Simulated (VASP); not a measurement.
Runs of VASP 6.6.1 on AlH4. The structure is that of space group Pm-3m (No. 221), or close to it. The cells are those of the table. The cell was built from a structure type or drawn by symmetry, and may not be a known phase.

```csv
task,cell,k mesh,cutoff (eV),gap on the mesh (eV),pressure (GPa)
single point,"a = 3.391 Å, 5 atoms",4 × 4 × 4,520,none,-0.4
relaxation of cell and atoms,"relaxed from a = 3.391 Å, 5 atoms",6 × 6 × 6,600,none,-0.5
single point,"a = 3.385 Å, 5 atoms",12 × 12 × 12,520,none,(a)
single point,"a = 3.811 Å, 5 atoms",4 × 4 × 4,520,none,-12.1
relaxation of cell and atoms,"relaxed from a = 3.811 Å, 5 atoms",4 × 4 × 4,600,none,0.1
single point,"a = 3.386 Å, 5 atoms",6 × 6 × 6,520,none,-0.4
relaxation of cell and atoms,"relaxed from a = 3.386 Å, 5 atoms",12 × 12 × 12,600,none,-0.1
```

Alike in all rows: level PBE; potentials or basis VASP PAW PBE potentials, release 64 (Al, H); no spin polarisation; smearing gaussian 0.1 eV.

Question: Fill in the values left out.

Answer: (a) -0.2.

Caveats: some runs use coarse meshes; the relaxation stopped at its first step, so nothing moved (at least some runs).

A gap of «none» marks levels without a gap at the run's occupations.
